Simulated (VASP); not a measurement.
Wanted: the native input for a VASP 6.6.1 run.

| Property | Result |
| --- | --- |
| Task | single point |
| Functional | LDA |
| Potentials or basis | VASP PAW LDA potentials, release 64 (Ge_d) |
| Cutoff | 520 eV |
| k mesh | 9 × 9 × 9 |
| Occupations | gaussian, width 0.15 eV |
| Spin | no spin polarisation |
| Dipole correction | no |
| Further INCAR settings | ALGO = Normal; EDIFF = 1e-06; NBANDS = 66 |

The structure of Ge lies in POSCAR:

```
Ge
1.0
    4.9777000000      2.8738764349      2.1684000000
   -4.9777000000      2.8738764349      2.1684000000
    0.0000000000     -5.7477528699      2.1684000000
Ge
8
Direct
    0.7160372198      0.7160372198      0.7160372198
    0.2839627802      0.2839627802      0.2839627802
    0.0289443365      0.7253625346      0.5322921793
    0.5322921793      0.0289443365      0.7253625346
    0.7253625346      0.5322921793      0.0289443365
    0.9710556635      0.2746374654      0.4677078207
    0.4677078207      0.9710556635      0.2746374654
    0.2746374654      0.4677078207      0.9710556635
```

These files were run (other wordings do the same):

INCAR

```
  ALGO = Normal
  EDIFF = 1E-6
  ENCUT = 520
  GGA = CA
  ISIF = 2
  ISMEAR = 0
  KPAR = 4
  LASPH = T
  LCHARG = F
  LREAL = F
  LWAVE = F
  NBANDS = 66
  NELM = 80
  PREC = Accurate
  SIGMA = 0.15
```

KPOINTS

```
k-points
0
Gamma
  9 9 9
```

Potentials or basis: VASP PAW LDA potentials, release 64 (Ge_d).

Command:

```sh
$ cat potpaw_LDA.64/Ge_d/POTCAR > POTCAR
$ mpirun -np 4 vasp_std > vasp.out
```

Results of the run:

- Pressure: -7.4 GPa
- Largest force: 0.734 eV/Å
- Band gap on the k mesh: zero (bands 56 and 57 overlap by 0.67 eV)

Caveat: the cell stands under tension; semilocal functionals underestimate gaps, so a narrow gap can read as zero.

Run time: 6.6 min on 4 MPI ranks on Intel(R) Xeon(R) Platinum 8259CL CPU @ 2.50GHz (Skylake/Cascade Lake), with other jobs on the host, peak memory 0.96 GiB a rank.
